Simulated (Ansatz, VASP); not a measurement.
**CoSi2 in VASP and in Ansatz**

```
Co Si
1.0
     0.00000    2.62521    2.62521
     2.62521    0.00000    2.62521
     2.62521    2.62521    0.00000
Co Si
1 2
Direct
  0.00000 0.00000 0.00000
  0.25000 0.25000 0.25000
  0.75000 0.75000 0.75000
```

Alike in both runs: task single point; functional PBE; k mesh 14 × 14 × 14; occupations gaussian, width 0.1 eV; no spin polarisation.

|  | VASP | Ansatz |
| --- | --- | --- |
| version | VASP 6.6.1 | Ansatz 0.2.0 |
| potentials or method | VASP PAW PBE potentials, release 64 (Co, Si), cutoff 520 eV | scalar-relativistic, plane waves, PAW |
| valence electrons in the cell | 17 | 25 |

Ansatz gave:

- gap on the k mesh at the Fermi level (eV): none
- pressure (GPa): 12.8

Problem. Which values does VASP return?

Solution. gap on the k mesh at the Fermi level (eV): none; pressure (GPa): 12.6.

A gap of «none» marks a metal or a gap that the smearing closes. VASP's potentials hold 17 valence electrons a cell and Ansatz's 25, so a difference there can come from the potentials and not from the codes.
